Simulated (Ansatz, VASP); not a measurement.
C in VASP and in Ansatz

Contents of INCAR:

```
SYSTEM = C
ALGO = Normal ; EDIFF = 1E-6
ENCUT = 520 ; GGA = PE
ISIF = 2 ; ISMEAR = 0
LASPH = .True. ; LCHARG = .False.
LREAL = .False. ; LWAVE = .False.
NBANDS = 11 ; NELM = 80
PREC = Accurate ; SIGMA = 0.05
```

KPOINTS

```
k-points
0
Gamma
  12 12 12
  0 0 0
```

POSCAR

```
C
1.0
    0.0000000000      1.7566490000      1.7566490000
    1.7566490000      0.0000000000      1.7566490000
    1.7566490000      1.7566490000      0.0000000000
C
2
Direct
    0.5000000000      0.5000000000      0.5000000000
    0.7500000000      0.7500000000      0.7500000000
```

Input for Ansatz:

```yaml
crystal:
  lattice:
    - [0.0, 1.756649, 1.756649]
    - [1.756649, 0.0, 1.756649]
    - [1.756649, 1.756649, 0.0]
  atoms:
    - { symbol: C, position: [0.5, 0.5, 0.5] }
    - { symbol: C, position: [0.75, 0.75, 0.75] }
basis:
  ecutwfc: 420
kpoints:
  mp_grid: { grid: [12, 12, 12] }
hamiltonian:
  xc: pbe
scf:
  occupations: { method: gaussian, width: 0.05 }
output:
  forces: true
  stress: true
  eigenvalues: true
```

Change from the starting cell: strain -0.015 along x and y, -0.015 along z, atoms carried along.

Alike in both runs: task single point; functional PBE; k mesh 12 × 12 × 12; occupations gaussian, width 0.05 eV; no spin polarisation.

```csv
,VASP,Ansatz
version,VASP 6.6.1,Ansatz 0.2.0
potentials or method,"VASP PAW PBE potentials, release 64 (C), cutoff 520 eV","scalar-relativistic, plane waves, PAW"
valence electrons in the cell,8,8
```

|  | VASP | Ansatz | Ansatz less VASP |
| --- | --- | --- | --- |
| gap on the k mesh at the Fermi level (eV) | 4.26 | 4.26 | +0.006 |
| least direct gap on the mesh (eV) | 5.72 | 5.72 | +0.005 |
| pressure (GPa) | 24.3 | 23.4 | -0.87 |

The functional is the same, so the differences come from potentials, cutoffs and numerics.
